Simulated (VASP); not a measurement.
# Ti (P6_3/mmc) in VASP: notebook

The runs below take Ti through relaxation of cell and atoms, with PBEsol.

Program: VASP 6.6.1. These are calculated values, not measurements. Logs are shortened: lines on timing, memory, paths and dates and some standing lists are left out, and cuts for length are marked.

### Step 1. The cell of the first run

The structure is hexagonal, space group P6_3/mmc (No. 194). Conventional cell: a = 2.901 Å, b = 2.901 Å, c = 4.592 Å, α = 90.00°, β = 90.00°, γ = 120.00°. Within 3.7 Å of Ti (site symmetry -6m2) lie 12 Ti at 2.84 to 2.90 Å.

### Step 2. Relaxation of cell and atoms, PBEsol, target pressure 1 GPa, at which the enthalpy is minimised

The input, INCAR:

```
PREC = Accurate
ENCUT = 600
EDIFF = 1E-6
ISMEAR = -1
SIGMA = 0.08
LREAL = F
LASPH = T
NELM = 100
ALGO = Normal
ISIF = 3
LWAVE = F
LCHARG = F
GGA = PS
IBRION = 2
NSW = 100
EDIFFG = -0.002
PSTRESS = 10.0
```

The input, KPOINTS:

```
Automatic mesh
0
Gamma
  18 18 10
```

The input, POSCAR:

```
Ti
1.0
    2.9009130925      0.0000000000      0.0000000000
   -1.4504565462      2.5122644322      0.0000000000
    0.0000000000      0.0000000000      4.5923241493
Ti
2
Direct
    0.3333333333      0.6666666667      0.2500000000
    0.6666666667      0.3333333333      0.7500000000
```

Potentials or basis: VASP PAW PBE potentials, release 64 (Ti_sv).

Launch:

```
cat potpaw_PBE.64/Ti_sv/POTCAR > POTCAR
mpirun -np 1 vasp_std > vasp.out
```

OUTCAR:

```text
PREC = Accurate
   ENCUT = 600
   EDIFF = 1E-6
   ISMEAR = -1
   LREAL = F
   LASPH = T
   NELM = 100
   ISIF = 3
   GGA = PS
   IBRION = 2
   NSW = 100
   EDIFFG = -0.002
   PSTRESS = 10.0

 ion  position               nearest neighbor table
   1  0.333  0.667  0.250-   2 2.84   2 2.84   2 2.84   2 2.84   2 2.84   2 2.84
   2  0.667  0.333  0.750-   1 2.84   1 2.84   1 2.84   1 2.84   1 2.84   1 2.84

  LATTYP: Found a hexagonal cell.
 ALAT       =     2.9009130925
 C/A-ratio  =     1.5830616095

  Lattice vectors:

 A1 = (   2.9009130925,   0.0000000000,   0.0000000000)
 A2 = (  -1.4504565462,   2.5122644322,   0.0000000000)
 A3 = (   0.0000000000,   0.0000000000,   4.5923241493)

Analysis of symmetry for initial positions (statically):
=====================================================================
 Subroutine PRICEL returns:
 Original cell was already a primitive cell.

 Routine SETGRP: Setting up the symmetry group for a
 hexagonal supercell.

 Subroutine GETGRP returns: Found 24 space group operations
 (whereof 12 operations were pure point group operations)
 out of a pool of 24 trial point group operations.

The static configuration has the point symmetry D_3d.
 The point group associated with its full space group is D_6h.

Analysis of symmetry for dynamics (positions and initial velocities):
=====================================================================
 Subroutine PRICEL returns:
 Original cell was already a primitive cell.

 Routine SETGRP: Setting up the symmetry group for a
 hexagonal supercell.

 Subroutine GETGRP returns: Found 24 space group operations
 (whereof 12 operations were pure point group operations)
 out of a pool of 24 trial point group operations.

The dynamic configuration has the point symmetry D_3d.
 The point group associated with its full space group is D_6h.

 Subroutine INISYM returns: Found 24 space group operations
 (whereof 12 operations are pure point group operations),
 and found     1 'primitive' translations

----------------------------------------------------------------------------------------

                                     Primitive cell

  volume of cell :      33.4682

  direct lattice vectors                    reciprocal lattice vectors
     2.900913093  0.000000000  0.000000000     0.344719048  0.199023635  0.000000000
    -1.450456546  2.512264432  0.000000000     0.000000000  0.398047270  0.000000000
     0.000000000  0.000000000  4.592324149     0.000000000  0.000000000  0.217754664

  length of vectors
     2.900913093  2.900913092  4.592324149     0.398047270  0.398047270  0.217754664

  position of ions in fractional coordinates (direct lattice)
     0.333333333  0.666666667  0.250000000
     0.666666667  0.333333333  0.750000000

  ion indices of the primitive-cell ions
   primitive index   ion index
                 1           1
                 2           2

----------------------------------------------------------------------------------------

 KPOINTS: Automatic mesh

Automatic generation of k-mesh.
 Grid dimensions read from file:
 generate k-points for:   18   18   10

 Generating k-lattice:

  Cartesian coordinates                     Fractional coordinates (reciprocal lattice)
     0.019151058  0.011056869  0.000000000     0.055555556  0.000000000  0.000000000
     0.000000000  0.022113737  0.000000000     0.000000000  0.055555556  0.000000000
     0.000000000  0.000000000  0.021775466     0.000000000  0.000000000  0.100000000

  Length of vectors
     0.022113737  0.022113737  0.021775466

  Shift w.r.t. Gamma in fractional coordinates (k-lattice)
     0.000000000  0.000000000  0.000000000

 Subroutine IBZKPT returns following result:
 ===========================================

 Found    222 irreducible k-points:

 Following reciprocal coordinates:
            Coordinates               Weight
  0.000000  0.000000  0.000000      1.000000
  0.055556  0.000000  0.000000      6.000000
  0.111111  0.000000  0.000000      6.000000
  0.166667  0.000000  0.000000      6.000000
  0.222222  0.000000  0.000000      6.000000
  0.277778  0.000000  0.000000      6.000000
[... 16 lines left out ...]
  0.333333  0.111111  0.000000     12.000000
  0.388889  0.111111  0.000000     12.000000
 [... further k-points ...]
   k-points           NKPTS =    222   k-points in BZ     NKDIM =    222   number of bands    NBANDS=     16
   number of dos      NEDOS =    301   number of ions     NIONS =      2
   total plane-waves  NPLWV =  23040
   dimension x,y,z NGX =    24 NGY =   24 NGZ =   40
   dimension x,y,z NGXF=    48 NGYF=   48 NGZF=   80
   ions per type =               2
   NGX,Y,Z   is equivalent  to a cutoff of  13.75, 13.75, 14.48 a.u.
   NGXF,Y,Z  is equivalent  to a cutoff of  27.51, 27.51, 28.96 a.u.
 SYSTEM =  unknown system
   PREC   = accura    normal or accurate (medium, high low for compatibility)
   ISTART =      0    job   : 0-new  1-cont  2-samecut
   ICHARG =      2    charge: 1-file 2-atom 10-const
   ISPIN  =      1    spin polarized calculation?
   LNONCOLLINEAR =      F non collinear calculations
   LSORBIT =      F    spin-orbit coupling
   LASPH  =      T    aspherical Exc in radial PAW
   ENCUT  =  600.0 eV  44.10 Ry    6.64 a.u.   5.79  5.79  9.17*2*pi/ulx,y,z
   NELM   =    100;   NELMIN=  2; NELMDL= -5     # of ELM steps
   EDIFF  = 0.1E-05   stopping-criterion for ELM
   LREAL  =      F    real-space projection
   EDIFFG = -.2E-02   stopping-criterion for IOM
   NSW    =    100    number of steps for IOM
   IBRION =      2    ionic relax: 0-MD 1-quasi-New 2-CG
   NFREE  =      1    steps in history (QN), initial steepest desc. (CG)
   ISIF   =      3    stress and relaxation
   ISYM   =      2    0-nonsym 1-usesym 2-fastsym
   POTIM  = 0.5000    time-step for ionic-motion
   TEBEG  =    0.0;   TEEND  =   0.0 temperature during run
   PSTRESS=   10.0 pullay stress
   NELECT =      24.0000    total number of electrons
   NUPDOWN=      -1.0000    fix difference up-down
   EMIN   =  10.00;   EMAX   =-10.00  energy-range for DOS
   EFERMI =   0.00;   METHOD = LEGACY
   ISMEAR =    -1;   SIGMA  =   0.08  broadening in eV -4-tet -1-fermi 0-gaus
   EFERMI_NEDOS =   21; number of points for ismear=-14 and -15
   IALGO  =     38    algorithm
   IMIX   =      4    mixing-type and parameters
     AMIX     =   0.40;   BMIX     =  1.00
     AMIX_MAG =   1.60;   BMIX_MAG =  1.00
  volume/ion in A,a.u.               =      16.73       112.93
  Fermi-wavevector in a.u.,A,eV,Ry     =   1.465326  2.769065 29.214178  2.147181
  Thomas-Fermi vector in A             =   2.581197
   LORBIT       =      0    0 simple, 1 ext, 2 COOP (PROOUT), +10 PAW based schemes
   GGA     = PS    functional components
   LHFCALC =     F    Hartree Fock is set to
   AEXX    =    0.0000 exact exchange contribution
   IVDW    =     0    specifies the selected vdW correction
   LEPSILON=     F    determine dielectric tensor
   LRPA    =     F    only Hartree local field effects (RPA)
 conjugate gradient relaxation of ions
 non-spin polarized calculation
  energy-cutoff  :      600.00
  volume of cell :       33.47
 maximum number of plane-waves:      1140
 NGX is ok and might be reduce to    24
   NGX = 11   NGY = 11   NGZ = 19

--------------------------------------- Ionic step        1  -------------------------------------------

 number of electron      23.9999996 magnetization

 Free energy of the ion-electron system (eV)
  ---------------------------------------------------
  ext. energy  EPLUGINS =         0.00000000
  ---------------------------------------------------
  free energy    TOTEN  =       -16.70039429 eV

  energy without entropy =      -16.65451453  energy(sigma->0) =      -16.67745441

------------------------ aborting loop because EDIFF is reached ----------------------------------------

  FORCE on cell =-STRESS in cart. coord.  units (eV):
  Direction    XX          YY          ZZ          XY          YZ          ZX
  --------------------------------------------------------------------------------------
  -------------------------------------------------------------------------------------
  Total       -0.0551367     -0.0551367     -0.0631236     -0.0000000      0.0000000     -0.0000000
  in kB       -2.6394808     -2.6394808     -3.0218298     -0.0000000      0.0000000     -0.0000000
  external PRESSURE =     -12.7669305 kB  Pullay stress =      10.0000000 kB

 VOLUME and BASIS-vectors are now :
 -----------------------------------------------------------------------------
  energy-cutoff  :      600.00
  volume of cell :       33.47
      direct lattice vectors                 reciprocal lattice vectors
     2.900913093  0.000000000  0.000000000     0.344719048  0.199023635  0.000000000
    -1.450456546  2.512264432  0.000000000     0.000000000  0.398047270  0.000000000
     0.000000000  0.000000000  4.592324149     0.000000000  0.000000000  0.217754664
[... 46 lines left out ...]
  FREE ENERGIE OF THE ION-ELECTRON SYSTEM (eV)
  ---------------------------------------------------
  free  energy   TOTEN  =       -16.6969258522 eV

  energy  without entropy=      -16.6519036042  energy(sigma->0) =      -16.67441473

  enthalpy is  TOTEN    =       -16.4920392475 eV   P V=        0.2048866047

--------------------------------------- Ionic step        3  -------------------------------------------

 number of electron      24.0000000 magnetization

 Free energy of the ion-electron system (eV)
  ---------------------------------------------------
  ext. energy  EPLUGINS =         0.00000000
  ---------------------------------------------------
  free energy    TOTEN  =       -16.69960409 eV

  energy without entropy =      -16.65421530  energy(sigma->0) =      -16.67690969

 E-fermi :   8.7125     XC(G=0): -11.8665

 val. band max:        8.7012733796   @ k =   0.3333   0.2222   0.3000
 cond. band min:       8.7172040149   @ k =   0.3333   0.1667   0.4000
 fundamental gap:      0.0159306353
 Fermi energy:         8.7125354284

 k-point     1 :       0.0000    0.0000    0.0000
  band No.  band energies     occupation
      1     -47.8215      2.00000
      2     -47.6517      2.00000
      3     -24.5706      2.00000
      4     -23.8204      2.00000
      5     -23.8204      2.00000
      6     -23.7307      2.00000
[... 8 lines left out ...]
     15      10.0599      0.00000
     16      10.0599      0.00000
[... 419 lines left out ...]
 k-point    24 :       0.3889    0.1111    0.0000
  band No.  band energies     occupation
      1     -47.6760      2.00000
      2     -47.6204      2.00000
      3     -24.3473      2.00000
      4     -24.2081      2.00000
      5     -24.2064      2.00000
      6     -24.0170      2.00000
[... 8 lines left out ...]
     15       9.9637      0.00000
     16      12.0408      0.00000

 [... further k-points ...]
[... 5 lines left out ...]
  --------------------------------------------------------------------------------------
  -------------------------------------------------------------------------------------
  Total        0.2048740      0.2048740      0.2086633      0.0000000      0.0000000      0.0000000
  in kB        9.9144270      9.9144270     10.0978029      0.0000000      0.0000000      0.0000000
  external PRESSURE =      -0.0244477 kB  Pullay stress =      10.0000000 kB

 VOLUME and BASIS-vectors are now :
 -----------------------------------------------------------------------------
  energy-cutoff  :      600.00
  volume of cell :       33.11
      direct lattice vectors                 reciprocal lattice vectors
     2.890565372 -0.000000000 -0.000000000     0.345953082  0.199736105 -0.000000000
    -1.445282686  2.503303043 -0.000000000     0.000000000  0.399472210 -0.000000000
     0.000000000  0.000000000  4.575447536     0.000000000  0.000000000  0.218557855

 POSITION                                       TOTAL-FORCE (eV/Angst)
 -----------------------------------------------------------------------------------
     -0.00000      1.66887      1.14386        -0.000000      0.000000      0.000000
      1.44528      0.83443      3.43159         0.000000     -0.000000     -0.000000
 -----------------------------------------------------------------------------------
    total drift:                               -0.000000      0.000000     -0.000000

  FREE ENERGIE OF THE ION-ELECTRON SYSTEM (eV)
  ---------------------------------------------------
  free  energy   TOTEN  =       -16.6996040917 eV

  energy  without entropy=      -16.6542152953  energy(sigma->0) =      -16.67690969

  enthalpy is  TOTEN    =       -16.4929617948 eV   P V=        0.2066422969

 reached required accuracy - stopping structural energy minimisation
```

Wall time 6.7 min (1 thread of Oxide Virtual Turin-like, shared host); peak memory 0.22 GiB.

What came out:

| Item | Value |
| --- | --- |
| Free energy | -16.6996 eV |
| Relaxed volume | 16.55 Å³/atom |
| Relaxed cell | a = 2.891 Å, b = 2.891 Å, c = 4.575 Å, α = 90.00°, β = 90.00°, γ = 120.00° |
| Space group after relaxing (to 0.1 Å) | P6_3/mmc (No. 194) |
| Energy change on relaxing (the run minimises the enthalpy) | +0.4 meV/atom |
| Ionic steps | 3 |
| Pressure after relaxing | 1.0 GPa |
| Band gap on the k mesh | zero (bands 12 and 13 overlap by 1.12 eV) |

Step by step:
| step | energy change (eV) | largest force (eV/Å) | pressure (GPa) | volume (Å³) |
| --- | --- | --- | --- | --- |
| 1 | 0.0000 | 0.0000 | -0.28 | 33.47 |
| 2 | 0.0035 | 0.0000 | 2.05 | 32.83 |
| 3 | 0.0008 | 0.0000 | 1.00 | 33.11 |

Final structure:
```
Ti
1.0
     2.89057    0.00000    0.00000
    -1.44528    2.50330    0.00000
     0.00000    0.00000    4.57545
Ti
2
Direct
  0.33333 0.66667 0.25000
  0.66667 0.33333 0.75000
```

Levels at points of the mesh, in eV from the Fermi level:
```
           k point  band 8  band 9  band 10  band 11  band 12  band 13  band 14  band 15  band 16
(0.00, 0.00, 0.00)  -32.41   -6.31    -2.80     0.81     0.81     0.94     0.95     1.35     1.35
(0.50, 0.00, 0.00)  -32.50   -2.40    -2.30    -1.96    -0.56     0.49     0.68     1.27     3.57
(0.00, 0.00, 0.50)  -32.47   -4.38    -4.38     0.11     0.11     0.71     0.71     0.71     0.71
(0.50, 0.00, 0.50)  -32.60   -2.67    -2.67    -0.86    -0.86     1.48     1.48     1.83     1.83
```

Caveat: the cell is relaxed towards a set pressure, so the run minimises the enthalpy, not the energy; the PAW data sets were made with another functional, which shifts forces and pressure a little.

[end of part 1 of 2]
